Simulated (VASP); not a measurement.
# SiO2 (Cristobalite) (P4_12_12) in VASP: a series of runs

Runs on SiO2 (Cristobalite). Level: PBE. Tasks: single point.

Everything below comes from runs of VASP 6.6.1. Logs are shortened: lines on timing, memory, paths and dates and some standing lists are left out, and cuts for length are marked.

## Step 1: The cell of the first run

It takes space group P4_12_12 (No. 92, tetragonal). Conventional cell: a = 4.903 Å, b = 4.903 Å, c = 6.778 Å, α = 90.00°, β = 90.00°, γ = 90.00°. Within 2.2 Å of Si (site symmetry 2) lie 4 O at 1.62 to 1.63 Å. O (site symmetry 1) has 2 Si at 1.62 to 1.63 Å within 2.2 Å.

## Step 2: Single point, PBE

Input file INCAR:

```
PREC = Accurate
ENCUT = 520
EDIFF = 1E-6
ISMEAR = -1
SIGMA = 0.02
LREAL = F
LASPH = T
NELM = 100
ALGO = Normal
ISIF = 2
LWAVE = F
LCHARG = F
GGA = PE
NBANDS = 44
```

Input file KPOINTS:

```
Automatic mesh
0
Gamma
  5 5 4
```

Input file POSCAR:

```
SiO2
1.0
    4.9028000000      0.0000000000      0.0000000000
    0.0000000000      4.9028000000      0.0000000000
    0.0000000000      0.0000000000      6.7782000000
Si O
4 8
Direct
    0.3126075599      0.3126075599      0.0000000000
    0.1873924401      0.8126075599      0.2500000000
    0.6873924401      0.6873924401      0.5000000000
    0.8126075599      0.1873924401      0.7500000000
    0.2333812037      0.1309559530      0.1923808116
    0.3690440470      0.7333812037      0.4423808116
    0.7666187963      0.8690440470      0.6923808116
    0.6309559530      0.2666187963      0.9423808116
    0.7333812037      0.3690440470      0.5576191884
    0.8690440470      0.7666187963      0.3076191884
    0.2666187963      0.6309559530      0.0576191884
    0.1309559530      0.2333812037      0.8076191884
```

Potentials or basis: VASP PAW PBE potentials, release 64 (Si, O).

Command:

```sh
$ cat potpaw_PBE.64/Si/POTCAR potpaw_PBE.64/O/POTCAR > POTCAR
$ mpirun -np 1 vasp_std > vasp.out
```

OUTCAR:

```text
PREC = Accurate
   ENCUT = 520
   EDIFF = 1E-6
   ISMEAR = -1
   LREAL = F
   LASPH = T
   NELM = 100
   ISIF = 2
   GGA = PE

 ion  position               nearest neighbor table
   1  0.313  0.313  0.000-   8 1.62  11 1.62   5 1.63  12 1.63   2 3.04   4 3.04   2 3.04   4 3.04

   2  0.187  0.813  0.250-   5 1.62  10 1.62   6 1.63  11 1.63   1 3.04   3 3.04   1 3.04   3 3.04

   3  0.687  0.687  0.500-   6 1.62   9 1.62   7 1.63  10 1.63   2 3.04   4 3.04   4 3.04   2 3.04

   4  0.813  0.187  0.750-   7 1.62  12 1.62   9 1.63   8 1.63   1 3.04   3 3.04   3 3.04   1 3.04

   5  0.233  0.131  0.192-   2 1.62   1 1.63
   6  0.369  0.733  0.442-   3 1.62   2 1.63
   7  0.767  0.869  0.692-   4 1.62   3 1.63
   8  0.631  0.267  0.942-   1 1.62   4 1.63
   9  0.733  0.369  0.558-   3 1.62   4 1.63
  10  0.869  0.767  0.308-   2 1.62   3 1.63
  11  0.267  0.631  0.058-   1 1.62   2 1.63
  12  0.131  0.233  0.808-   4 1.62   1 1.63

  LATTYP: Found a simple tetragonal cell.
 ALAT       =     4.9028000000
 C/A-ratio  =     1.3825161132

  Lattice vectors:

 A1 = (   4.9028000000,   0.0000000000,   0.0000000000)
 A2 = (   0.0000000000,   4.9028000000,   0.0000000000)
 A3 = (   0.0000000000,   0.0000000000,   6.7782000000)

Analysis of symmetry for initial positions (statically):
=====================================================================
 Subroutine PRICEL returns:
 Original cell was already a primitive cell.

 Routine SETGRP: Setting up the symmetry group for a
 simple tetragonal supercell.

 Subroutine GETGRP returns: Found  8 space group operations
 (whereof  2 operations were pure point group operations)
 out of a pool of 16 trial point group operations.

The static configuration has the point symmetry C_2 .
 The point group associated with its full space group is D_4 .

Analysis of symmetry for dynamics (positions and initial velocities):
=====================================================================
 Subroutine PRICEL returns:
 Original cell was already a primitive cell.

 Routine SETGRP: Setting up the symmetry group for a
 simple tetragonal supercell.

 Subroutine GETGRP returns: Found  8 space group operations
 (whereof  2 operations were pure point group operations)
[... 116 lines left out ...]
   EDIFF  = 0.1E-05   stopping-criterion for ELM
   LREAL  =      F    real-space projection
   EDIFFG = 0.1E-04   stopping-criterion for IOM
   NSW    =      0    number of steps for IOM
   IBRION =     -1    ionic relax: 0-MD 1-quasi-New 2-CG
   NFREE  =      0    steps in history (QN), initial steepest desc. (CG)
   ISIF   =      2    stress and relaxation
   ISYM   =      2    0-nonsym 1-usesym 2-fastsym
   POTIM  = 0.5000    time-step for ionic-motion
   TEBEG  =    0.0;   TEEND  =   0.0 temperature during run
   PSTRESS=    0.0 pullay stress
   NELECT =      64.0000    total number of electrons
   NUPDOWN=      -1.0000    fix difference up-down
   EMIN   =  10.00;   EMAX   =-10.00  energy-range for DOS
   EFERMI =   0.00;   METHOD = LEGACY
   ISMEAR =    -1;   SIGMA  =   0.02  broadening in eV -4-tet -1-fermi 0-gaus
   EFERMI_NEDOS =   21; number of points for ismear=-14 and -15
   IALGO  =     38    algorithm
   IMIX   =      4    mixing-type and parameters
     AMIX     =   0.40;   BMIX     =  1.00
     AMIX_MAG =   1.60;   BMIX_MAG =  1.00
  volume/ion in A,a.u.               =      13.58        91.63
  Fermi-wavevector in a.u.,A,eV,Ry     =   1.198949  2.265684 19.558073  1.437478
  Thomas-Fermi vector in A             =   2.334824
   LORBIT       =      0    0 simple, 1 ext, 2 COOP (PROOUT), +10 PAW based schemes
   GGA     = PE    functional components
[... 5 lines left out ...]
 non-spin polarized calculation
  energy-cutoff  :      520.00
  volume of cell :      162.93
 maximum number of plane-waves:      4400
   NGX = 19   NGY = 19   NGZ = 25

 number of electron      64.0000003 magnetization

 Free energy of the ion-electron system (eV)
  ---------------------------------------------------
  ext. energy  EPLUGINS =         0.00000000
  ---------------------------------------------------
  free energy    TOTEN  =       -94.78732710 eV

  energy without entropy =      -94.78732710  energy(sigma->0) =      -94.78732710

 E-fermi :   0.9084     XC(G=0):  -8.7779

 val. band max:        0.5168863022   @ k =   0.0000   0.0000   0.0000
 cond. band min:       6.2092913305   @ k =   0.0000   0.0000   0.0000
 fundamental gap:      5.6924050283
 Fermi energy:         0.9083574477

 k-point     1 :       0.0000    0.0000    0.0000
  band No.  band energies     occupation
      1     -18.8883      2.00000
      2     -17.9700      2.00000
      3     -17.9700      2.00000
      4     -16.8375      2.00000
      5     -16.7545      2.00000
      6     -16.7545      2.00000
[... 835 lines left out ...]
     43      11.1256      0.00000
     44      11.1256      0.00000

------------------------ aborting loop because EDIFF is reached ----------------------------------------

  FORCE on cell =-STRESS in cart. coord.  units (eV):
  Direction    XX          YY          ZZ          XY          YZ          ZX
  --------------------------------------------------------------------------------------
  -------------------------------------------------------------------------------------
  Total        2.6307175      2.6307175      2.2054625      0.0000000      0.0000000      0.0000000
  in kB       25.8691445     25.8691445     21.6874017      0.0000000      0.0000000      0.0000000
  external PRESSURE =      24.4752303 kB  Pullay stress =       0.0000000 kB

 VOLUME and BASIS-vectors are now :
 -----------------------------------------------------------------------------
  energy-cutoff  :      520.00
  volume of cell :      162.93
      direct lattice vectors                 reciprocal lattice vectors
     4.902800000  0.000000000  0.000000000     0.203965081  0.000000000  0.000000000
     0.000000000  4.902800000  0.000000000     0.000000000  0.203965081  0.000000000
     0.000000000  0.000000000  6.778200000     0.000000000  0.000000000  0.147531793

 POSITION                                       TOTAL-FORCE (eV/Angst)
 -----------------------------------------------------------------------------------
      1.53265      1.53265      0.00000         0.020026      0.020026     -0.000000
      0.91875      3.98405      1.69455        -0.020026      0.020026     -0.000000
      3.37015      3.37015      3.38910        -0.020026     -0.020026     -0.000000
      3.98405      0.91875      5.08365         0.020026     -0.020026     -0.000000
      1.14422      0.64205      1.30400         0.006911      0.007511     -0.006328
      1.80935      3.59562      2.99855        -0.007511      0.006911     -0.006328
      3.75858      4.26075      4.69310        -0.006911     -0.007511     -0.006328
      3.09345      1.30718      6.38765         0.007511     -0.006911     -0.006328
      3.59562      1.80935      3.77965         0.006911     -0.007511      0.006328
      4.26075      3.75858      2.08510        -0.007511     -0.006911      0.006328
      1.30718      3.09345      0.39055        -0.006911      0.007511      0.006328
      0.64205      1.14422      5.47420         0.007511      0.006911      0.006328
 -----------------------------------------------------------------------------------
    total drift:                               -0.000000      0.000000      0.000000

  FREE ENERGIE OF THE ION-ELECTRON SYSTEM (eV)
  ---------------------------------------------------
  free  energy   TOTEN  =       -94.7873270976 eV

  energy  without entropy=      -94.7873270976  energy(sigma->0) =      -94.78732710
```

Run time: 1.9 min. Hardware: 1 thread of Intel Xeon Platinum 8259CL at 2.50GHz (Skylake/Cascade Lake), shared host; peak memory 0.27 GiB.

Results:

| Property | Result |
| --- | --- |
| Free energy | -94.7873 eV |
| Pressure | 2.4 GPa |
| Largest force | 0.028 eV/Å |
| Band gap on the k mesh | 5.69 eV, direct |

Forces in eV/Å, atoms in the order of the input:
```
Si   0.020  0.020  0.000
Si  -0.020  0.020  0.000
Si  -0.020 -0.020  0.000
Si   0.020 -0.020  0.000
O    0.007  0.008 -0.006
O   -0.008  0.007 -0.006
O   -0.007 -0.008 -0.006
O    0.008 -0.007 -0.006
O    0.007 -0.008  0.006
O   -0.008 -0.007  0.006
O   -0.007  0.008  0.006
O    0.008  0.007  0.006
```

Stress tensor (GPa, compression positive):
```
2.59 0.00 0.00
0.00 2.59 0.00
0.00 0.00 2.17
```

A k mesh can miss the band edges. Expect the measured gap to be larger: semilocal functionals such as PBE lack the derivative discontinuity.

## Step 3: Single point, PBE

Input file INCAR:

```
SYSTEM = SiO2
ALGO = Normal
EDIFF = 1E-6
ENCUT = 520
GGA = PE
ISIF = 2
ISMEAR = -1
LASPH = .True.
LCHARG = .False.
LREAL = .False.
LWAVE = .False.
NBANDS = 44
NELM = 80
PREC = Accurate
SIGMA = 0.02
```

Input file KPOINTS:

```
k-points
0
Gamma
  5 5 4
  0 0 0
```

POSCAR is that of step 2.

Potentials or basis: VASP PAW PBE potentials, release 64 (Si, O).

Command:

```sh
$ cat potpaw_PBE.64/Si/POTCAR potpaw_PBE.64/O/POTCAR > POTCAR
$ mpirun -np 1 vasp_std > vasp.out
```

It took 55 s on 1 thread of Intel Xeon 6975P-C (Granite Rapids), shared host; peak memory 0.27 GiB.

The run converged. Its results:

```yaml
Free_energy: -94.7873 eV
Pressure: 2.4 GPa
Largest_force: 0.028 eV/Å
Band_gap_on_the_k_mesh: 5.69 eV, direct
```

Forces on the atoms (eV/Å):
```
Si   0.020  0.020  0.000
Si  -0.020  0.020  0.000
Si  -0.020 -0.020  0.000
Si   0.020 -0.020  0.000
O    0.007  0.008 -0.006
O   -0.008  0.007 -0.006
O   -0.007 -0.008 -0.006
O    0.008 -0.007 -0.006
O    0.007 -0.008  0.006
O   -0.008 -0.007  0.006
O   -0.007  0.008  0.006
O    0.008  0.007  0.006
```

Stress tensor (GPa, compression positive):
```
2.59 0.00 0.00
0.00 2.59 0.00
0.00 0.00 2.17
```

Levels at points of the mesh, in eV from the valence-band top:
```csv
k point,band 29,band 30,band 31,band 32,band 33,band 34,band 35,band 36
"(0.00, 0.00, 0.00)",-0.72,-0.42,-0.42,0.00,5.69,8.81,8.81,9.40
"(0.00, 0.00, 0.50)",-0.62,-0.62,-0.37,-0.37,7.03,7.03,9.24,9.24
```

A k mesh can miss the band edges. PBE gaps usually lie below the measured ones, often by a third to a half.
